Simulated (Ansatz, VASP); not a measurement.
# Te in VASP and in Ansatz

```xyz
3
Lattice="5.7577 0.0000 0.0000 -2.8788 4.9863 0.0000 0.0000 0.0000 3.0576" Properties=species:S:1:pos:R:3 pbc="T T T"
Te    0.0000    0.0000    0.0000
Te    0.0000    3.3242    1.5288
Te    2.8788    1.6621    1.5288
```

Alike in both runs: functional r2SCAN; k mesh 6 × 6 × 6; occupations gaussian, width 0.1 eV; no spin polarisation.

Ansatz relaxed the structure, and its values are those at the end. VASP's run is a single point on that final structure, the one shown.

|  | VASP | Ansatz |
| --- | --- | --- |
| version | VASP 6.6.1 | Ansatz 0.2.0 |
| potentials or method | VASP PAW PBE potentials, release 64 (Te), cutoff 520 eV | scalar-relativistic, plane waves, PAW |
| valence electrons in the cell | 18 | 48 |

|  | VASP | Ansatz | Ansatz less VASP |
| --- | --- | --- | --- |
| gap on the k mesh at the Fermi level (eV) | none | none | - |
| pressure (GPa) | -0.1 | 0.0 | +0.06 |

VASP's potentials were made for PBE, not for r2SCAN. A gap of «none» marks a metal or a gap that the smearing closes. With one functional, cell and mesh, what is left measures potentials, basis and numerics. VASP's potentials hold 18 valence electrons a cell and Ansatz's 48, so a difference there can come from the potentials and not from the codes.

Neither program's run includes spin-orbit coupling.
